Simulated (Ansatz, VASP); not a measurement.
One calculation of CoO, two programs

File INCAR:

```
SYSTEM = CoO
PREC = Accurate
ENCUT = 520
EDIFF = 1E-6
ISMEAR = -1
SIGMA = 0.05
LREAL = .FALSE.
LASPH = .TRUE.
NELM = 150
ALGO = Normal
ISIF = 2
LWAVE = .FALSE.
LCHARG = .FALSE.
ISPIN = 2
MAGMOM = 2 2 0 0
LORBIT = 11
LMAXMIX = 4
NBANDS = 27
```

KPOINTS

```
regular mesh
0
G
  10 10 5
  0 0 0
```

File POSCAR:

```
CoO
1.0
    3.1761843872      0.0000000000      0.0000000000
   -1.5880921936      2.7506563664      0.0000000000
    0.0000000000      0.0000000000      5.1936166411
Co O
2 2
Direct
    0.3333333333      0.6666666667      0.5033624100
    0.0000000000      0.0000000000      0.0034741400
    0.3333333333      0.6666666667      0.8715556000
    0.0000000000      0.0000000000      0.3716088500
```

input.yaml

```yaml
crystal:
  lattice:
    - [3.1761843872, 0.0, 0.0]
    - [-1.5880921936, 2.7506563664, 0.0]
    - [0.0, 0.0, 5.1936166411]
  atoms:
    - { symbol: Co, position: [0.3333333333, 0.6666666667, 0.50336241], spin: 2.0 }
    - { symbol: Co, position: [0.0, 0.0, 0.00347414], spin: 2.0 }
    - { symbol: O, position: [0.3333333333, 0.6666666667, 0.8715556] }
    - { symbol: O, position: [0.0, 0.0, 0.37160885] }
kpoints:
  mp_grid: { grid: [10, 10, 5] }
scf:
  occupations: { method: fermi_dirac, width: 0.05 }
hamiltonian:
  xc: lda
  pseudopotentials: { kind: all_electron, lapw: { basis_error: 0.002 } }
magnetization:
  spin_polarized: true
output:
  forces: true
  stress: true
  eigenvalues: true
```

Change from the starting cell: volume scaled by 0.98.

Alike in both runs: task single point; functional LDA; k mesh 10 × 10 × 5; occupations fermi-dirac, width 0.05 eV; collinear spin.

|  | VASP | Ansatz |
| --- | --- | --- |
| version | VASP 6.6.1 | Ansatz 0.2.0 |
| potentials or method | VASP PAW LDA potentials, release 64 (Co, O), cutoff 520 eV | all-electron LAPW, scalar-relativistic |

|  | VASP | Ansatz | Ansatz less VASP |
| --- | --- | --- | --- |
| gap on the k mesh at the Fermi level (eV) | none | none | - |
| pressure (GPa) | -14.9 | -16.1 | -1.24 |
| traceless stress, the component that is largest in VASP (GPa) | 3.32 | 2.01 | -1.302 |
| rms of the force components (eV/Å) | 0.140 | 0.022 | -0.1185 |
| net moment per atom (μB) | 1.26 | 0.00 | -1.255 |
| size of the moment on the site where the two differ most (μB) | 0.27 | 0.14 | -0.123 |

The net moments are unlike, so the other rows may belong to different states. LDA's correlation is that of Perdew and Zunger in VASP and of Perdew and Wang (1992) in Ansatz. Site moments also hang on the region over which each program counts them. Atom by atom the forces differ by 0.162 eV/Å (rms over components). A gap of «none» marks a metal or a gap that the smearing closes. Ansatz ran all-electron here, and VASP with PAW potentials.
